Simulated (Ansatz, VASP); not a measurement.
# One calculation of Hf2TiN3, two programs

```
CELL_PARAMETERS angstrom
-1.57948 1.57948 6.72400
1.57948 -1.57948 6.72400
1.57948 1.57948 -6.72400
ATOMIC_POSITIONS crystal
Hf 0.65944 0.65944 0.00000
Hf 0.34056 0.34056 0.00000
Ti 0.00000 0.00000 0.00000
N 0.16687 0.16687 0.00000
N 0.83313 0.83313 0.00000
N 0.50000 0.50000 0.00000
```

Alike in both runs: task single point; functional PBE; k mesh 8 × 8 × 8; occupations gaussian, width 0.1 eV; collinear spin.

|  | VASP | Ansatz |
| --- | --- | --- |
| version | VASP 6.6.1 | Ansatz 0.2.0 |
| potentials or method | VASP PAW PBE potentials, release 64 (Hf_pv, Ti_sv, N), cutoff 520 eV | scalar-relativistic, plane waves, PAW |
| valence electrons in the cell | 47 | 79 |

|  | VASP | Ansatz | Ansatz less VASP |
| --- | --- | --- | --- |
| gap on the k mesh at the Fermi level (eV) | none | none | - |
| pressure (GPa) | -1.5 | 0.1 | +1.56 |
| traceless stress, the component that is largest in VASP (GPa) | -0.60 | -0.62 | -0.028 |
| rms of the force components (eV/Å) | 0.014 | 0.013 | -0.0014 |
| net moment per atom (μB) | 0.00 | 0.00 | 0.000 |

Atom by atom the forces differ by 0.018 eV/Å (rms over components). A gap of «none» marks a metal or a gap that the smearing closes. The functional is the same, so the differences come from potentials, cutoffs and numerics. VASP's potentials hold 47 valence electrons a cell and Ansatz's 79, so a difference there can come from the potentials and not from the codes. Ansatz's warnings: seeded moment not kept.

Neither program's run includes spin-orbit coupling.
